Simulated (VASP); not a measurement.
A run of VASP 6.6.1:

The input INCAR:

```
PREC     = Accurate       # precision mode
ENCUT    = 520            # plane-wave cutoff, eV
EDIFF    = 1E-6           # SCF threshold, eV
ISMEAR   = 0              # smearing method
SIGMA    = 0.1            # smearing width, eV
LREAL    = False          # projectors in reciprocal space
LASPH    = True           # aspherical terms in the spheres
NELM     = 100            # most SCF steps
ALGO     = Normal         # electronic algorithm
ISIF     = 2              # what is computed and relaxed
LWAVE    = False          # write WAVECAR
LCHARG   = False          # write CHGCAR
GGA      = PE             # functional
NBANDS   = 22             # bands
```

The input KPOINTS:

```
Automatic mesh
0
Gamma
  4 4 8
```

File POSCAR:

```
SbC2
1.0
    5.7525315400      0.0000000000      0.0000000000
    0.0000000000      5.7525315400      0.0000000000
    0.0000000000      0.0000000000      2.1093641200
Sb C
2 4
Direct
    0.0000000000      0.0000000000      0.0000000000
    0.5000000000      0.5000000000      0.0000000000
    0.1767953900      0.3232046100      0.0000000000
    0.3232046100      0.8232046100      0.0000000000
    0.8232046100      0.6767953900      0.0000000000
    0.6767953900      0.1767953900      0.0000000000
```

Potentials or basis: VASP PAW PBE potentials, release 64 (Sb, C).

The run is started by

```bash
$ cat potpaw_PBE.64/Sb/POTCAR potpaw_PBE.64/C/POTCAR > POTCAR
$ mpirun -np 1 vasp_std > vasp.out
```

Hardware: 1 thread of Intel Xeon 8259CL, on a shared host.

Question: Estimate the wall time of this run.

Answer: Run time: 59 s on 1 thread of Intel Xeon 8259CL, on a shared host, peak memory 0.2 GiB. Counts: scf iterations 13, k points 30.
